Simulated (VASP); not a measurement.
# CuO in VASP: further runs, part 2 of 2

VASP 6.6.1. The steps go on from the part before.

### 3 Single point, PBEsol

This run uses another cell than the first one, of 10.66 Å³/atom, 1.031 times its volume.

Input file INCAR:

```
PREC = Accurate ; ENCUT = 520
EDIFF = 1E-7 ; ISMEAR = 0
SIGMA = 0.1 ; LREAL = F
LASPH = T ; NELM = 100
ALGO = Normal ; ISIF = 2
LWAVE = F ; LCHARG = F
GGA = PS ; NBANDS = 25
```

Input file KPOINTS:

```
regular mesh
0
Gamma
  16 16 8
```

Input file POSCAR:

```
CuO
1.0
    2.0443624407     -2.0423066002      0.1596126345
    2.0443624407      2.0423066002      0.1596126345
   -0.3973201896      0.0000000000      5.0764977051
Cu O
2 2
Direct
    0.0000000000      0.5000000000      0.0000000000
    0.5000000000      0.0000000000      0.5000000000
    0.5000411474      0.4999588526      0.2500000000
    0.4999588526      0.5000411474      0.7500000000
```

Potentials or basis: VASP PAW PBE potentials, release 64 (Cu, O).

Started as:

```sh
$ cat potpaw_PBE.64/Cu/POTCAR potpaw_PBE.64/O/POTCAR > POTCAR
$ mpirun -np 1 vasp_std > vasp.out
```

OUTCAR:

```text
PREC = Accurate
   ENCUT = 520
   EDIFF = 1E-7
   ISMEAR = 0
   LREAL = F
   LASPH = T
   NELM = 100
   ISIF = 2
   GGA = PS

 ion  position               nearest neighbor table
   1  0.000  0.500  0.000-   3 1.93   4 1.93   4 1.93   3 1.93
   2  0.500  0.000  0.500-   4 1.93   3 1.93   4 1.93   3 1.93
   3  0.500  0.500  0.250-   2 1.93   1 1.93   2 1.93   1 1.93
   4  0.500  0.500  0.750-   1 1.93   2 1.93   2 1.93   1 1.93

  LATTYP: Found a base centered monoclinic cell.
 ALAT       =     4.1011676299
 B/A-ratio  =     0.9959634838
 C/A-ratio  =     1.2416030934
 COS(beta)  =    -0.0001908995

  Lattice vectors:

 A1 = (   2.0443624407,  -2.0423066002,   0.1596126345)
 A2 = (   2.0443624407,   2.0423066002,   0.1596126345)
 A3 = (  -0.3973201896,   0.0000000000,   5.0764977051)

Analysis of symmetry for initial positions (statically):
=====================================================================
 Subroutine PRICEL returns:
 Original cell was already a primitive cell.

 Routine SETGRP: Setting up the symmetry group for a
 base centered monoclinic supercell.

 Subroutine GETGRP returns: Found  4 space group operations
 (whereof  2 operations were pure point group operations)
 out of a pool of  4 trial point group operations.

The static configuration has the point symmetry S_2 .
 The point group associated with its full space group is C_2h.

Analysis of symmetry for dynamics (positions and initial velocities):
=====================================================================
 Subroutine PRICEL returns:
 Original cell was already a primitive cell.

 Routine SETGRP: Setting up the symmetry group for a
 base centered monoclinic supercell.

 Subroutine GETGRP returns: Found  4 space group operations
[... 124 lines left out ...]
   EFERMI_NEDOS =   21; number of points for ismear=-14 and -15
   IALGO  =     38    algorithm
   IMIX   =      4    mixing-type and parameters
     AMIX     =   0.40;   BMIX     =  1.00
     AMIX_MAG =   1.60;   BMIX_MAG =  1.00
  volume/ion in A,a.u.               =      10.66        71.95
  Fermi-wavevector in a.u.,A,eV,Ry     =   1.517964  2.868537 31.350756  2.304216
  Thomas-Fermi vector in A             =   2.627149
   LORBIT       =      0    0 simple, 1 ext, 2 COOP (PROOUT), +10 PAW based schemes
   GGA     = PS    functional components
   LHFCALC =     F    Hartree Fock is set to
   AEXX    =    0.0000 exact exchange contribution
   IVDW    =     0    specifies the selected vdW correction
   LEPSILON=     F    determine dielectric tensor
   LRPA    =     F    only Hartree local field effects (RPA)
 non-spin polarized calculation
 Gauss-broadening in eV      SIGMA  =   0.10
  energy-cutoff  :      520.00
  volume of cell :       42.65
 maximum number of plane-waves:      1175
 NGX is ok and might be reduce to    24
   NGX = 11   NGY = 11   NGZ = 19

 number of electron      33.9999966 magnetization

 Free energy of the ion-electron system (eV)
  ---------------------------------------------------
  ext. energy  EPLUGINS =         0.00000000
  ---------------------------------------------------
  free energy    TOTEN  =       -21.48268838 eV

  energy without entropy =      -21.47067204  energy(sigma->0) =      -21.47668021

 E-fermi :   5.2324     XC(G=0): -11.8068

 val. band max:        5.2316015458   @ k =  -0.3125   0.4375   0.3750
 cond. band min:       5.2359150491   @ k =   0.4375   0.3750   0.3750
 fundamental gap:      0.0043135034
 Fermi energy:         5.2324381776

 k-point     1 :       0.0000    0.0000    0.0000
  band No.  band energies     occupation
      1     -14.8617      2.00000
      2     -13.4279      2.00000
      3      -3.3361      2.00000
      4      -0.5048      2.00000
      5      -0.4961      2.00000
      6       1.2530      2.00000
[... 661 lines left out ...]
     24      20.0303      0.00000
     25      20.1260      0.00000

 [... further k-points ...]

------------------------ aborting loop because EDIFF is reached ----------------------------------------

  FORCE on cell =-STRESS in cart. coord.  units (eV):
  Direction    XX          YY          ZZ          XY          YZ          ZX
  --------------------------------------------------------------------------------------
  -------------------------------------------------------------------------------------
  Total        0.1606193      0.1721506      0.2859317      0.0000000      0.0000000     -0.0087596
  in kB        6.0337805      6.4669626     10.7412324      0.0000000      0.0000000     -0.3290618
  external PRESSURE =       7.7473252 kB  Pullay stress =       0.0000000 kB

 VOLUME and BASIS-vectors are now :
 -----------------------------------------------------------------------------
  energy-cutoff  :      520.00
  volume of cell :       42.65
      direct lattice vectors                 reciprocal lattice vectors
     2.044362441 -2.042306600  0.159612634     0.243089597 -0.244821223  0.019025795
     2.044362441  2.042306600  0.159612634     0.243089597  0.244821223  0.019025795
    -0.397320190  0.000000000  5.076497705    -0.015286197  0.000000000  0.195789803

 POSITION                                       TOTAL-FORCE (eV/Angst)
 -----------------------------------------------------------------------------------
      1.02218      1.02115      0.07981        -0.000000     -0.000000      0.000000
      0.82352     -1.02115      2.61806        -0.000000     -0.000000      0.000000
      1.94503     -0.00017      1.42874         0.000000     -0.000294      0.000000
      1.74637      0.00017      3.96699         0.000000      0.000294     -0.000000
 -----------------------------------------------------------------------------------
    total drift:                                0.000000      0.000000     -0.000000

  FREE ENERGIE OF THE ION-ELECTRON SYSTEM (eV)
  ---------------------------------------------------
  free  energy   TOTEN  =       -21.4826883783 eV

  energy  without entropy=      -21.4706720363  energy(sigma->0) =      -21.47668021
```

stdout:

```text
POSCAR found type information on POSCAR CuO
 POSCAR found :  2 types and       4 ions
 scaLAPACK will be used
 -----------------------------------------------------------------------------
|                                                                             |
|                                                                             |
|     You enforced a specific xc type in the INCAR file but a different       |
|     I HOPE YOU KNOW WHAT YOU ARE DOING!                                     |
|                                                                             |
 -----------------------------------------------------------------------------

 LDA part: xc-table for (Slater+PW92), standard interpolation
 POSCAR, INCAR and KPOINTS ok, starting setup
 FFT: planning ... GRIDC
 FFT: planning ... GRID_SOFT
 FFT: planning ... GRID
 WAVECAR not read
 entering main loop
```

Wall time 3.9 min (1 thread of Intel Xeon 6975P-C (Granite Rapids), shared host); peak memory 0.55 GiB.

Results:

```yaml
Free_energy: -21.4827 eV
Pressure: 0.8 GPa
Band_gap_on_the_k_mesh: zero (band 17 reaches 5.92 eV, above the bottom of band 18 at 4.71 eV)
```

Caveat: the PAW data sets were made with another functional, which shifts forces and pressure a little; semilocal functionals often make such compounds metallic where correlation or magnetic order opens a gap, which also shifts bond lengths. With open d or f shells a metallic result of PBEsol can be an artefact of self-interaction; +U or a hybrid may open a gap.
